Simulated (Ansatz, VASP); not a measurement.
# In: VASP beside Ansatz

File INCAR:

```
SYSTEM = In
AGGAC = 1.0
AGGAX = 1.0
ALDAC = 0.0
ALDAX = 1.0
ALGO = Normal
EDIFF = 1E-7
ENCUT = 520
GGA = B5
ISIF = 2
ISMEAR = -1
LASPH = .True.
LCHARG = .False.
LREAL = .False.
LWAVE = .False.
NBANDS = 20
NELM = 80
PREC = Accurate
SIGMA = 0.1
```

File KPOINTS:

```
k-points
0
Gamma
  9 9 9
  0 0 0
```

Contents of POSCAR:

```
In
1.0
    0.0000000000      3.6321691388      3.6321691388
    3.6321691388      0.0000000000      3.6321691388
    3.6321691388      3.6321691388      0.0000000000
In
2
Direct
    0.1250000000      0.1250000000      0.1250000000
    0.8750000000      0.8750000000      0.8750000000
```

Input for Ansatz:

```yaml
crystal:
  lattice:
    - [0.0, 3.6321691388, 3.6321691388]
    - [3.6321691388, 0.0, 3.6321691388]
    - [3.6321691388, 3.6321691388, 0.0]
  atoms:
    - { symbol: In, position: [0.125, 0.125, 0.125] }
    - { symbol: In, position: [0.875, 0.875, 0.875] }
hamiltonian:
  xc: blyp
  pseudopotentials:
    kind: paw
    azcp:
      In: "pseudopotentials/In.paw.azcp"
basis:
  ecutwfc: 420
  fft_grid_basis: typed
kpoints:
  mp_grid: { grid: [9, 9, 9], shift: [0, 0, 0] }
magnetization:
  spin_polarized: false
scf:
  occupations: { method: fermi_dirac, width: 0.1 }
  lower_state_search: "off"
output:
  stress: true
```

Alike in both runs: task single point; functional BLYP; k mesh 9 × 9 × 9; occupations fermi-dirac, width 0.1 eV; no spin polarisation.

|  | VASP | Ansatz |
| --- | --- | --- |
| version | VASP 6.6.1 | Ansatz 0.2.0 |
| potentials or method | VASP PAW PBE potentials, release 64 (In_d), cutoff 520 eV | plane waves (420 eV) with PAW, scalar-relativistic |
| valence electrons in the cell | 26 | 26 |

```tsv
	VASP	Ansatz	Ansatz less VASP
pressure (GPa)	-1.2	-1.2	+0.04
```

VASP's potentials were made for PBE, not for BLYP.
